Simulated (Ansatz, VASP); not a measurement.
W in VASP and in Ansatz

The input INCAR:

```
SYSTEM = W
PREC = Accurate
ENCUT = 520
EDIFF = 1E-6
ISMEAR = 0
SIGMA = 0.15
LREAL = .False.
LASPH = .True.
NELM = 80
ALGO = Fast
ISIF = 2
LWAVE = .False.
LCHARG = .False.
GGA = PS
NBANDS = 13
```

File KPOINTS:

```
Automatic mesh
0
Gamma
  20 20 20
  0 0 0
```

File POSCAR:

```
W
1.0
   -1.6771650000      1.6771650000      1.5573675000
    1.6771650000     -1.6771650000      1.5573675000
    1.6771650000      1.6771650000     -1.5573675000
W
1
Direct
    0.0000000000      0.0000000000      0.0000000000
```

Input for Ansatz:

```yaml
crystal:
  lattice:
    - [-1.677165, 1.677165, 1.5573675]
    - [1.677165, -1.677165, 1.5573675]
    - [1.677165, 1.677165, -1.5573675]
  atoms:
    - { symbol: W, position: [0.0, 0.0, 0.0] }
basis:
  ecutwfc: 420
kpoints:
  mp_grid: { grid: [20, 20, 20] }
hamiltonian:
  xc: pbesol
scf:
  occupations: { method: gaussian, width: 0.15 }
output:
  forces: true
  stress: true
  eigenvalues: true
  write_density: true
  write_potential: true
  elf: true
  volumetric_format: npy
```

Change from the starting cell: strain +0.050 along x and y, -0.025 along z, atoms carried along.

Alike in both runs: task single point; functional PBEsol; k mesh 20 × 20 × 20; occupations gaussian, width 0.15 eV; no spin polarisation.

|  | VASP | Ansatz |
| --- | --- | --- |
| version | VASP 6.6.1 | Ansatz 0.2.0 |
| potentials or method | VASP PAW PBE potentials, release 64 (W_sv), cutoff 520 eV | scalar-relativistic, plane waves, PAW |
| valence electrons in the cell | 14 | 14 |

|  | VASP | Ansatz | Ansatz less VASP |
| --- | --- | --- | --- |
| gap on the k mesh at the Fermi level (eV) | none | none | - |
| pressure (GPa) | -27.3 | -27.5 | -0.23 |
| traceless stress, the component that is largest in VASP (GPa) | 12.86 | 12.86 | +0.001 |

VASP's potentials were made for PBE, not for PBEsol. A gap of «none» marks a metal or a gap that the smearing closes.

Spin-orbit coupling is off throughout.
